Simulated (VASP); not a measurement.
Cu2O, 6 atoms in the cell. Symmetry: Pn-3m, No. 224, cubic system. The conventional cell has a = 4.212 Å, b = 4.212 Å, c = 4.212 Å, α = 90.00°, β = 90.00°, γ = 90.00°. Within 2.4 Å of Cu (site symmetry -3m) lie 2 O at 1.82 Å. O (site symmetry -43m) has 4 Cu at 1.82 Å within 2.4 Å. 

| Item | Value |
| --- | --- |
| Program | VASP 6.6.1 |
| Task | single point |
| Functional | PBEsol |
| Potentials or basis | VASP PAW PBE potentials, release 64 (Cu, O) |
| Cutoff | 600 eV |
| k mesh | 8 × 8 × 8 |
| Occupations | gaussian, width 0.02 eV |
| Spin | no spin polarisation |
| Dipole correction | no |
| Further INCAR settings | ALGO = Normal; EDIFF = 1e-06; NBANDS = 37 |

Potentials or basis: VASP PAW PBE potentials, release 64 (Cu, O).

Command:

```console
$ cat potpaw_PBE.64/Cu/POTCAR potpaw_PBE.64/O/POTCAR > POTCAR
$ mpirun -np 1 vasp_std > vasp.out
```

Hardware: 1 thread of Intel Xeon 8259CL (shared host).

How long does it take, and how much memory?

Wall time 3.2 min on 1 thread of Intel Xeon 8259CL, on a shared host, peak memory 0.25 GiB. Counts: scf iterations 15, k points 35.
